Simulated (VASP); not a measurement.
Os, 1 atom in the cell. The structure is cubic, space group Pm-3m (No. 221). Conventional cell: a = 2.472 Å, b = 2.472 Å, c = 2.472 Å, α = 90.00°, β = 90.00°, γ = 90.00°. Os (site symmetry m-3m) has 6 Os at 2.47 Å within 3.3 Å. 

| Quantity | Value |
| --- | --- |
| Program | VASP 6.6.1 |
| Task | relaxation of cell and atoms |
| Functional | LDA |
| Potentials or basis | VASP PAW LDA potentials, release 64 (Os) |
| Cutoff | 600 eV |
| k mesh | 13 × 13 × 13 |
| Occupations | fermi-dirac, width 0.1 eV |
| Spin | no spin polarisation |
| Dipole correction | no |
| Further INCAR settings | ALGO = Normal; EDIFF = 1e-06; IBRION = 2; EDIFFG = -0.01; NSW = 80; ISIF = 3 |

Potentials or basis: VASP PAW LDA potentials, release 64 (Os).

Run with:

```sh
$ cat potpaw_LDA.64/Os/POTCAR > POTCAR
$ mpirun -np 1 vasp_std > vasp.out
```

Hardware: 1 thread of Intel(R) Xeon(R) 6975P-C (Granite Rapids), with other jobs on the host.

Problem. Estimate the wall time of this run.

Solution. Run time: 18 s on 1 thread of Intel(R) Xeon(R) 6975P-C (Granite Rapids) (shared host), peak memory 0.13 GiB. Counts: scf iterations 59, k points 84, ion steps 16.
